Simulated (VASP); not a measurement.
DyBe:

```
Dy Be
1.0
     2.26243   -4.29784    0.00000
     2.26243    4.29784    0.00000
     0.00000    0.00000    4.00987
Dy Be
2 2
Direct
  0.15888 0.84112 0.75000
  0.84112 0.15888 0.25000
  0.47918 0.52082 0.75000
  0.52082 0.47918 0.25000
```

The cell was generated, and may not be a known phase.

- Program: VASP 6.6.1
- Task: relaxation of cell and atoms
- Functional: PBE
- Potentials or basis: VASP PAW PBE potentials, release 64 (Dy_3, Be), 4f in core
- Cutoff: 600 eV
- k mesh: 10 × 10 × 10
- Occupations: gaussian, width 0.1 eV
- Spin: no spin polarisation

At the start: pressure 0.3 GPa; volume 19.50 Å³/atom.

Q: Where does the relaxation end?

A: Over 18 steps the energy falls by 4.5 meV/atom and the volume is 19.52 Å³/atom (+0.1 %); space group Cmcm (No. 63, to 0.1 Å) before, P6_3/mmc (No. 194, to 0.1 Å).

The path:
| step | energy change (eV) | largest force (eV/Å) | pressure (GPa) | volume (Å³) |
| --- | --- | --- | --- | --- |
| 1 | 0.0000 | 0.0354 | 0.34 | 77.98 |
| 2 | -0.0020 | 0.0635 | -0.05 | 78.44 |
| 3 | -0.0022 | 0.0729 | -0.18 | 78.60 |
| 4 | -0.0032 | 0.0741 | -0.11 | 78.50 |
| 5 | -0.0050 | 0.0793 | 0.11 | 78.19 |
| 6 | -0.0052 | 0.0875 | 0.22 | 78.03 |
| 7 | -0.0059 | 0.0883 | 0.20 | 78.06 |
| 8 | -0.0077 | 0.0902 | 0.11 | 78.14 |
| 9 | -0.0104 | 0.0939 | -0.06 | 78.30 |
| 10 | -0.0130 | 0.0994 | -0.36 | 78.61 |
| 11 | -0.0146 | 0.0830 | -0.30 | 78.49 |
| 12 | -0.0174 | 0.0300 | -0.06 | 78.14 |
| 13 | -0.0176 | 0.0056 | 0.04 | 78.00 |
| 14 | -0.0176 | 0.0088 | 0.03 | 78.01 |
| 15 | -0.0177 | 0.0068 | 0.04 | 78.00 |
| 16 | -0.0178 | 0.0204 | 0.07 | 77.97 |
| 17 | -0.0179 | 0.0120 | 0.01 | 78.04 |
| 18 | -0.0179 | 0.0071 | -0.02 | 78.08 |

Final structure:
```xyz
4
Lattice="2.3595 -4.0996 0.0000 2.3595 4.0996 0.0000 0.0000 0.0000 4.0362" Properties=species:S:1:pos:R:3 pbc="T T T"
Dy    2.3595    2.7342    3.0271
Dy    2.3595   -2.7342    1.0090
Be    2.3595    0.0055    3.0271
Be    2.3595   -0.0055    1.0090
```
